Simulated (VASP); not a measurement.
Runs of VASP 6.6.1 on As. The structure is that of space group Pm-3m (No. 221), or close to it. The cells are those of the table. 

```tsv
task	level	potentials or basis	cell	cutoff (eV)	smearing	k mesh for the DOS	occupations for the DOS	gap on the mesh (eV)	pressure (GPa)
single point	PBE	VASP PAW PBE potentials, release 64 (As)	a = 2.060 Å, 1 atom	500	tetrahedron	-	-	none	444.7
single point	PBE	VASP PAW PBE potentials, release 64 (As)	a = 2.615 Å, 1 atom	520	fermi-dirac 0.08 eV	-	-	none	(b)
single point	PBE	VASP PAW PBE potentials, release 64 (As)	a = 2.276 Å, 1 atom	520	fermi-dirac 0.08 eV	-	-	none	(a)
single point	PBE	VASP PAW PBE potentials, release 64 (As)	a = 2.512 Å, 1 atom	520	fermi-dirac 0.08 eV	-	-	none	35.1
relaxation of cell and atoms	PBE	VASP PAW PBE potentials, release 64 (As)	relaxed from a = 2.738 Å, 1 atom	600	fermi-dirac 0.08 eV	-	-	none	0.0
single point	LDA	VASP PAW LDA potentials, release 64 (As)	a = 2.400 Å, 1 atom	500	fermi-dirac 0.08 eV	-	-	none	62.7
single point	PBE	VASP PAW PBE potentials, release 64 (As)	a = 2.060 Å, 1 atom	520	fermi-dirac 0.08 eV	-	-	none	439.6
```

Alike in all rows: no spin polarisation; k mesh 15 × 15 × 15.

Question: Estimate the missing entries.

Answer: (a) 145.3; (b) 13.7.

A k mesh can miss the band edges, and the runs leave out spin-orbit coupling on As.

A gap of «none» marks levels without a gap at the run's occupations.
